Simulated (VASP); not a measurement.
# CsTl (Pm-3m) in VASP: a series of runs

CsTl is run at these levels: PBE, r2SCAN; tasks: single point.

Program: VASP 6.6.1. These are calculated values, not measurements. Logs are shortened: lines on timing, memory, paths and dates and some standing lists are left out, and cuts for length are marked.

**1. The cell of the first run**

The structure is cubic, space group Pm-3m (No. 221). Conventional cell: a = 4.710 Å, b = 4.710 Å, c = 4.710 Å, α = 90.00°, β = 90.00°, γ = 90.00°. Cs (site symmetry m-3m) has 8 Tl at 4.08 Å and 6 Cs at 4.71 Å within 5.4 Å. Tl (site symmetry m-3m) has 8 Cs at 4.08 Å and 6 Tl at 4.71 Å within 5.4 Å.

**2. Single point, PBE (52.24 Å³/atom)**

The input, INCAR:

```
SYSTEM = CsTl
ALGO = Fast
EDIFF = 1E-6
ENCUT = 520
GGA = PE
ISIF = 2
ISMEAR = 0
LASPH = .TRUE.
LCHARG = .FALSE.
LREAL = .FALSE.
LWAVE = .FALSE.
NBANDS = 18
NELM = 100
PREC = Accurate
SIGMA = 0.1
```

The input, KPOINTS:

```
k-points
0
G
  12 12 12
  0 0 0
```

The input, POSCAR:

```
CsTl
1.0
    4.7097740041      0.0000000000      0.0000000000
    0.0000000000      4.7097740041      0.0000000000
    0.0000000000      0.0000000000      4.7097740041
Cs Tl
1 1
Direct
    0.5000000000      0.5000000000      0.5000000000
    0.0000000000      0.0000000000      0.0000000000
```

Potentials or basis: VASP PAW PBE potentials, release 64 (Cs_sv, Tl_d).

Launch:

```sh
> cat potpaw_PBE.64/Cs_sv/POTCAR potpaw_PBE.64/Tl_d/POTCAR > POTCAR
> mpirun -np 1 vasp_std > vasp.out
```

OUTCAR:

```text
SYSTEM = CsTl
   EDIFF = 1E-6
   ENCUT = 520
   GGA = PE
   ISIF = 2
   ISMEAR = 0
   LASPH = .TRUE.
   LREAL = .FALSE.
   NELM = 100
   PREC = Accurate

 ion  position               nearest neighbor table
   1  0.500  0.500  0.500-
   2  0.000  0.000  0.000-

  LATTYP: Found a simple cubic cell.
 ALAT       =     4.7097740041

  Lattice vectors:

 A1 = (   4.7097740041,   0.0000000000,   0.0000000000)
 A2 = (   0.0000000000,   4.7097740041,   0.0000000000)
 A3 = (   0.0000000000,   0.0000000000,   4.7097740041)

Analysis of symmetry for initial positions (statically):
=====================================================================
 Subroutine PRICEL returns:
 Original cell was already a primitive cell.

 Routine SETGRP: Setting up the symmetry group for a
 simple cubic supercell.

 Subroutine GETGRP returns: Found 48 space group operations
 (whereof 48 operations were pure point group operations)
 out of a pool of 48 trial point group operations.

The static configuration has the point symmetry O_h .

Analysis of symmetry for dynamics (positions and initial velocities):
=====================================================================
 Subroutine PRICEL returns:
 Original cell was already a primitive cell.

 Routine SETGRP: Setting up the symmetry group for a
 simple cubic supercell.

 Subroutine GETGRP returns: Found 48 space group operations
 (whereof 48 operations were pure point group operations)
 out of a pool of 48 trial point group operations.

The dynamic configuration has the point symmetry O_h .

 Subroutine INISYM returns: Found 48 space group operations
 (whereof 48 operations are pure point group operations),
 and found     1 'primitive' translations

----------------------------------------------------------------------------------------

                                     Primitive cell

  volume of cell :     104.4721

  direct lattice vectors                    reciprocal lattice vectors
     4.709774004  0.000000000  0.000000000     0.212324413  0.000000000  0.000000000
     0.000000000  4.709774004  0.000000000     0.000000000  0.212324413  0.000000000
     0.000000000  0.000000000  4.709774004     0.000000000  0.000000000  0.212324413

  length of vectors
     4.709774004  4.709774004  4.709774004     0.212324413  0.212324413  0.212324413

  position of ions in fractional coordinates (direct lattice)
     0.500000000  0.500000000  0.500000000
     0.000000000  0.000000000  0.000000000

  ion indices of the primitive-cell ions
   primitive index   ion index
                 1           1
                 2           2

----------------------------------------------------------------------------------------

 KPOINTS: k-points

Automatic generation of k-mesh.
 Grid dimensions read from file:
 generate k-points for:   12   12   12

 Generating k-lattice:

  Cartesian coordinates                     Fractional coordinates (reciprocal lattice)
     0.017693701  0.000000000  0.000000000     0.083333333  0.000000000  0.000000000
     0.000000000  0.017693701  0.000000000     0.000000000  0.083333333  0.000000000
     0.000000000  0.000000000  0.017693701     0.000000000  0.000000000  0.083333333

  Length of vectors
     0.017693701  0.017693701  0.017693701

  Shift w.r.t. Gamma in fractional coordinates (k-lattice)
     0.000000000  0.000000000  0.000000000

 Subroutine IBZKPT returns following result:
 ===========================================

 Found     84 irreducible k-points:

 Following reciprocal coordinates:
            Coordinates               Weight
  0.000000  0.000000  0.000000      1.000000
  0.083333  0.000000  0.000000      6.000000
  0.166667  0.000000  0.000000      6.000000
  0.250000  0.000000  0.000000      6.000000
  0.333333  0.000000  0.000000      6.000000
  0.416667  0.000000  0.000000      6.000000
[... 16 lines left out ...]
  0.333333  0.333333  0.000000     12.000000
  0.416667  0.333333  0.000000     24.000000
 [... further k-points ...]
   k-points           NKPTS =     84   k-points in BZ     NKDIM =     84   number of bands    NBANDS=     18
   number of dos      NEDOS =    301   number of ions     NIONS =      2
   total plane-waves  NPLWV =  46656
   dimension x,y,z NGX =    36 NGY =   36 NGZ =   36
   dimension x,y,z NGXF=    72 NGYF=   72 NGZF=   72
   ions per type =               1   1
   NGX,Y,Z   is equivalent  to a cutoff of  12.71, 12.71, 12.71 a.u.
   NGXF,Y,Z  is equivalent  to a cutoff of  25.41, 25.41, 25.41 a.u.
 SYSTEM =  CsTl
   PREC   = accura    normal or accurate (medium, high low for compatibility)
   ISTART =      0    job   : 0-new  1-cont  2-samecut
   ICHARG =      2    charge: 1-file 2-atom 10-const
   ISPIN  =      1    spin polarized calculation?
   LNONCOLLINEAR =      F non collinear calculations
   LSORBIT =      F    spin-orbit coupling
   LASPH  =      T    aspherical Exc in radial PAW
   ENCUT  =  520.0 eV  38.22 Ry    6.18 a.u.   8.76  8.76  8.76*2*pi/ulx,y,z
   NELM   =    100;   NELMIN=  2; NELMDL= -5     # of ELM steps
   EDIFF  = 0.1E-05   stopping-criterion for ELM
   LREAL  =      F    real-space projection
   EDIFFG = 0.1E-04   stopping-criterion for IOM
   NSW    =      0    number of steps for IOM
   IBRION =     -1    ionic relax: 0-MD 1-quasi-New 2-CG
   NFREE  =      0    steps in history (QN), initial steepest desc. (CG)
   ISIF   =      2    stress and relaxation
   ISYM   =      2    0-nonsym 1-usesym 2-fastsym
   POTIM  = 0.5000    time-step for ionic-motion
   TEBEG  =    0.0;   TEEND  =   0.0 temperature during run
   PSTRESS=    0.0 pullay stress
   NELECT =      22.0000    total number of electrons
   NUPDOWN=      -1.0000    fix difference up-down
   EMIN   =  10.00;   EMAX   =-10.00  energy-range for DOS
   EFERMI =   0.00;   METHOD = LEGACY
   ISMEAR =     0;   SIGMA  =   0.10  broadening in eV -4-tet -1-fermi 0-gaus
   EFERMI_NEDOS =   21; number of points for ismear=-14 and -15
   IALGO  =     68    algorithm
   IMIX   =      4    mixing-type and parameters
     AMIX     =   0.40;   BMIX     =  1.00
     AMIX_MAG =   1.60;   BMIX_MAG =  1.00
  volume/ion in A,a.u.               =      52.24       352.51
  Fermi-wavevector in a.u.,A,eV,Ry     =   0.973978  1.840551 12.906928  0.948632
  Thomas-Fermi vector in A             =   2.104400
   LORBIT       =      0    0 simple, 1 ext, 2 COOP (PROOUT), +10 PAW based schemes
   GGA     = PE    functional components
   LHFCALC =     F    Hartree Fock is set to
   AEXX    =    0.0000 exact exchange contribution
   IVDW    =     0    specifies the selected vdW correction
   LEPSILON=     F    determine dielectric tensor
   LRPA    =     F    only Hartree local field effects (RPA)
 non-spin polarized calculation
 RMM-DIIS sequential band-by-band and
 Gauss-broadening in eV      SIGMA  =   0.10
  energy-cutoff  :      520.00
  volume of cell :      104.47
 maximum number of plane-waves:      2842
 NGX is ok and might be reduce to    36
   NGX = 17   NGY = 17   NGZ = 17

 number of electron      21.9999993 magnetization

 Free energy of the ion-electron system (eV)
  ---------------------------------------------------
  ext. energy  EPLUGINS =         0.00000000
  ---------------------------------------------------
  free energy    TOTEN  =        -2.92045892 eV

  energy without entropy =       -2.90663423  energy(sigma->0) =       -2.91354657

 E-fermi :   2.3720     XC(G=0):  -7.6588

 val. band max:        2.3601183767   @ k =   0.3333   0.3333   0.2500
 cond. band min:       2.3756283462   @ k =   0.5000   0.3333   0.2500
 fundamental gap:      0.0155099695
 Fermi energy:         2.3720137754

 k-point     1 :       0.0000    0.0000    0.0000
  band No.  band energies     occupation
      1     -20.2810      2.00000
      2      -9.3402      2.00000
      3      -9.3402      2.00000
      4      -9.3211      2.00000
      5      -9.3211      2.00000
      6      -9.3211      2.00000
[... 10 lines left out ...]
     17       7.9651      0.00000
     18       7.9651      0.00000

 k-point     2 :       0.0833    0.0000    0.0000
  band No.  band energies     occupation
      1     -20.2799      2.00000
      2      -9.3401      2.00000
      3      -9.3381      2.00000
      4      -9.3226      2.00000
      5      -9.3226      2.00000
      6      -9.3211      2.00000
[... 10 lines left out ...]
     17       7.9866      0.00000
     18       7.9957      0.00000

 k-point     3 :       0.1667    0.0000    0.0000
  band No.  band energies     occupation
      1     -20.2769      2.00000
      2      -9.3397      2.00000
      3      -9.3324      2.00000
      4      -9.3264      2.00000
      5      -9.3264      2.00000
      6      -9.3208      2.00000
[... 10 lines left out ...]
     17       8.0129      0.00000
     18       8.1014      0.00000

 k-point     4 :       0.2500    0.0000    0.0000
  band No.  band energies     occupation
      1     -20.2727      2.00000
      2      -9.3392      2.00000
      3      -9.3316      2.00000
      4      -9.3316      2.00000
      5      -9.3247      2.00000
      6      -9.3205      2.00000
[... 10 lines left out ...]
     17       8.0509      0.00000
     18       8.3052      0.00000

 k-point     5 :       0.3333    0.0000    0.0000
  band No.  band energies     occupation
      1     -20.2685      2.00000
      2      -9.3386      2.00000
      3      -9.3368      2.00000
      4      -9.3368      2.00000
      5      -9.3201      2.00000
      6      -9.3172      2.00000
[... 10 lines left out ...]
     17       8.2023      0.00000
     18       8.2285      0.00000

 k-point     6 :       0.4167    0.0000    0.0000
  band No.  band energies     occupation
      1     -20.2655      2.00000
      2      -9.3406      2.00000
      3      -9.3406      2.00000
      4      -9.3382      2.00000
      5      -9.3199      2.00000
      6      -9.3118      2.00000
[... 10 lines left out ...]
     17       8.1245      0.00000
     18       8.5526      0.00000

 k-point     7 :       0.5000    0.0000    0.0000
  band No.  band energies     occupation
      1     -20.2644      2.00000
      2      -9.3419      2.00000
      3      -9.3419      2.00000
      4      -9.3381      2.00000
      5      -9.3198      2.00000
      6      -9.3099      2.00000
[... 10 lines left out ...]
     17       8.1368      0.00000
     18       8.5862      0.00000

 k-point     8 :       0.0833    0.0833    0.0000
  band No.  band energies     occupation
      1     -20.2788      2.00000
      2      -9.3390      2.00000
      3      -9.3370      2.00000
      4      -9.3239      2.00000
      5      -9.3230      2.00000
      6      -9.3218      2.00000
[... 10 lines left out ...]
     17       7.8023      0.00000
     18       8.0734      0.00000
[... 229 lines left out ...]
     17       7.0587      0.00000
     18       8.7563      0.00000

 k-point    20 :       0.3333    0.2500    0.0000
  band No.  band energies     occupation
      1     -20.2607      2.00000
      2      -9.3396      2.00000
      3      -9.3333      2.00000
      4      -9.3288      2.00000
      5      -9.3263      2.00000
      6      -9.3077      2.00000
[... 10 lines left out ...]
     17       7.3747      0.00000
     18       8.4347      0.00000

 k-point    21 :       0.4167    0.2500    0.0000
  band No.  band energies     occupation
      1     -20.2577      2.00000
      2      -9.3411      2.00000
      3      -9.3356      2.00000
      4      -9.3280      2.00000
      5      -9.3258      2.00000
      6      -9.3021      2.00000
[... 10 lines left out ...]
     17       7.7442      0.00000
     18       8.0866      0.00000

 k-point    22 :       0.5000    0.2500    0.0000
  band No.  band energies     occupation
      1     -20.2567      2.00000
      2      -9.3416      2.00000
      3      -9.3366      2.00000
      4      -9.3278      2.00000
      5      -9.3255      2.00000
      6      -9.3001      2.00000
[... 10 lines left out ...]
     17       7.7626      0.00000
     18       7.9199      0.00000

 k-point    23 :       0.3333    0.3333    0.0000
  band No.  band energies     occupation
      1     -20.2568      2.00000
      2      -9.3405      2.00000
      3      -9.3323      2.00000
      4      -9.3287      2.00000
      5      -9.3262      2.00000
      6      -9.3010      2.00000
[... 10 lines left out ...]
     17       7.7341      0.00000
     18       7.9435      0.00000

 k-point    24 :       0.4167    0.3333    0.0000
  band No.  band energies     occupation
      1     -20.2539      2.00000
      2      -9.3411      2.00000
      3      -9.3332      2.00000
      4      -9.3287      2.00000
      5      -9.3248      2.00000
      6      -9.2956      2.00000
[... 10 lines left out ...]
     17       7.4998      0.00000
     18       7.9918      0.00000

 [... further k-points ...]
[... 5 lines left out ...]
  --------------------------------------------------------------------------------------
  -------------------------------------------------------------------------------------
  Total       -0.1326922     -0.1326922     -0.1326922     -0.0000000     -0.0000000     -0.0000000
  in kB       -2.0349591     -2.0349591     -2.0349591     -0.0000000     -0.0000000     -0.0000000
  external PRESSURE =      -2.0349591 kB  Pullay stress =       0.0000000 kB

 VOLUME and BASIS-vectors are now :
 -----------------------------------------------------------------------------
  energy-cutoff  :      520.00
  volume of cell :      104.47
      direct lattice vectors                 reciprocal lattice vectors
     4.709774004  0.000000000  0.000000000     0.212324413  0.000000000  0.000000000
     0.000000000  4.709774004  0.000000000     0.000000000  0.212324413  0.000000000
     0.000000000  0.000000000  4.709774004     0.000000000  0.000000000  0.212324413

 POSITION                                       TOTAL-FORCE (eV/Angst)
 -----------------------------------------------------------------------------------
      2.35489      2.35489      2.35489         0.000000      0.000000      0.000000
      0.00000      0.00000      0.00000         0.000000      0.000000      0.000000
 -----------------------------------------------------------------------------------
    total drift:                                0.000000      0.000000      0.000000

  FREE ENERGIE OF THE ION-ELECTRON SYSTEM (eV)
  ---------------------------------------------------
  free  energy   TOTEN  =        -2.9204589150 eV

  energy  without entropy=       -2.9066342342  energy(sigma->0) =       -2.91354657
```

Wall time 1.8 min (1 thread of Intel Xeon Platinum 8375C at 2.90GHz (Ice Lake), shared host); peak memory 0.31 GiB.

What came out:

- Free energy: -2.9205 eV
- Pressure: -0.2 GPa
- Band gap on the k mesh: zero (bands 11 and 12 overlap by 2.61 eV)

Caveat: spin-orbit coupling is left out, which moves the levels of the heavy elements.

[end of part 1 of 3]

The gap in the log of VASP goes by the Fermi energy; the results here count the filled bands.